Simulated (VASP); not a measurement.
Write the native input for VASP 6.6.1 that does the following.

```yaml
Task: single point
Functional: PBE
Potentials_or_basis: VASP PAW PBE potentials, release 64 (Si, Ta_pv)
Cutoff: 520 eV
k_mesh: 1 × 1 × 1, shifted
Occupations: fermi-dirac, width 0.1999 eV
Spin: no spin polarisation
Dipole_correction: no
Further_INCAR_settings: LREAL = Auto; ALGO = Normal; EDIFF = 1e-06; NBANDS = 94; ISYM = 0
```

The structure of TaSi2 lies in POSCAR:

```
TaSi2
1.0
    7.2389490000     -0.0789630000     -0.1139910000
   -0.0789630000      7.5148510000      0.0255970000
   -0.1139910000      0.0255970000      7.3977730000
Si Ta
16 8
Direct
    0.3030632786      0.8550101974      0.4630053923
    0.5341374273      0.7928124054      0.1720903359
    0.4240786195      0.8320303553      0.8082733364
   -0.0242748176      0.0030908257      0.5910885308
    0.6615235078      0.3451460796      0.8370324450
    0.8017439189      0.8594278566      0.3106152103
    0.1138728262      0.9390843490      0.1504387517
    0.1864790479      0.2717674675      0.3775801855
    0.1905418293      0.5984892950      0.5829150912
    0.5348828007      0.4117856754      0.1378659966
    0.4937827320      0.0913914477      0.3722879089
    0.0458178118      0.7840387349      0.8441083254
    0.3797530990      0.5329635944      0.8457414368
    0.5438651690      1.0653677141      0.6834626471
    0.1215990629      0.2665373808      0.0654422137
    0.8602495004      0.5599733519      0.3504933259
    0.8610543028      0.2143590458      0.3114873209
    0.7063513109      0.7205140624      0.6398326488
    0.4806550708      0.4010869951      0.5096675349
    0.9700271078      0.3351498980      0.6874518221
    0.4382354254      0.0981425547      0.0250306058
    0.8652551017      0.5712921350      1.0190595101
    0.8467474119      0.0304734738      0.9555846813
    0.2362239015      0.6047404982      0.1708876247
```

The input as run:

INCAR

```
SYSTEM = TaSi2
PREC = Accurate
ENCUT = 520
EDIFF = 1E-6
ISMEAR = -1
SIGMA = 0.1999
LREAL = Auto
LASPH = .TRUE.
NELM = 60
ALGO = Normal
ISIF = 2
LWAVE = .FALSE.
LCHARG = .FALSE.
GGA = PE
NBANDS = 94
ISYM = 0
```

KPOINTS

```
Automatic mesh
0
Gamma
  1 1 1
  0.25 0.25 0.25
```

Potentials or basis: VASP PAW PBE potentials, release 64 (Si, Ta_pv).

Launch:

```sh
$ cat potpaw_PBE.64/Si/POTCAR potpaw_PBE.64/Ta_pv/POTCAR > POTCAR
$ mpirun -np 1 vasp_std > vasp.out
```

It gave:

The pressure is -0.9 GPa and the largest force is 2.753 eV/Å. The band gap on the k mesh is 0.15 eV.

Caveat: the k points lie up to 0.87 Å⁻¹ apart; spin-orbit coupling is left out, which moves the levels of the heavy elements.

It took 82 s on 1 thread of Intel(R) Xeon(R) Platinum 8488C (Sapphire Rapids), with other jobs on the host, peak memory 0.39 GiB.
